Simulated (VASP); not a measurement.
## BN: single point with PBEsol

BN:

```
B N
1.0
     2.50435    0.00000    0.00000
    -1.25217    2.16883    0.00000
     0.00000    0.00000    7.01910
B N
2 2
Direct
  0.28880 0.63406 0.25000
  0.62213 0.30073 0.75000
  0.33333 0.66667 0.75000
  0.66667 0.33333 0.25000
```

This cell differs from its parent crystal: all B atoms moved -0.100 Å, as atom 1 along Cartesian [1 1 0].

```yaml
Program: VASP 6.6.1
Task: single point
Functional: PBEsol
Potentials_or_basis: VASP PAW PBE potentials, release 64 (B, N)
Cutoff: 520 eV
k_mesh: 12 × 12 × 4
Occupations: gaussian, width 0.05 eV
Spin: no spin polarisation
```

```
Pressure               : 3.9 GPa
Largest force          : 4.691 eV/Å
Band gap on the k mesh : 4.06 eV, indirect (least direct gap 4.46 eV)
```

Forces on the atoms (eV/Å):
```
B    3.630  2.969  0.000
B    2.302  2.959  0.000
N   -2.301 -2.959  0.000
N   -3.632 -2.969  0.000
```

Stress tensor (GPa, compression positive):
```
 5.95  1.49  0.00
 1.49  5.80  0.00
 0.00  0.00 -0.12
```

Levels at points of the mesh, in eV from the valence-band top:
| k point | band 6 | band 7 | band 8 | band 9 | band 10 | band 11 |
| --- | --- | --- | --- | --- | --- | --- |
| (0.00, 0.00, 0.00) | -2.34 | -0.10 | -0.07 | 4.83 | 9.58 | 10.07 |
| (0.50, 0.00, 0.00) | -3.51 | -1.40 | -0.40 | 4.06 | 5.84 | 9.44 |
| (0.00, 0.50, 0.00) | -3.58 | -1.35 | -0.45 | 4.16 | 5.70 | 9.30 |
| (0.50, 0.50, 0.00) | -3.75 | -1.29 | -0.51 | 4.31 | 5.51 | 9.17 |
| (0.00, 0.00, 0.50) | -2.34 | -0.10 | -0.07 | 6.91 | 6.92 | 10.13 |
| (0.50, 0.00, 0.50) | -3.51 | -1.24 | -0.55 | 4.10 | 5.49 | 9.73 |
| (0.00, 0.50, 0.50) | -3.58 | -1.15 | -0.63 | 4.26 | 5.30 | 9.59 |
| (0.50, 0.50, 0.50) | -3.75 | -0.99 | -0.80 | 4.56 | 4.95 | 9.47 |

It took 100 s on 1 thread of Intel Xeon 6975P-C, on a shared host, peak memory 0.24 GiB.

Caveat: the cell differs from its parent crystal (all B atoms moved -0.100 Å, as atom 1 along Cartesian [1 1 0]); the PAW data sets were made with another functional, which shifts forces and pressure a little; this functional lacks dispersion, which binds the layers, so the pressure and a relaxed spacing across them are unreliable. A k mesh can miss the band edges.
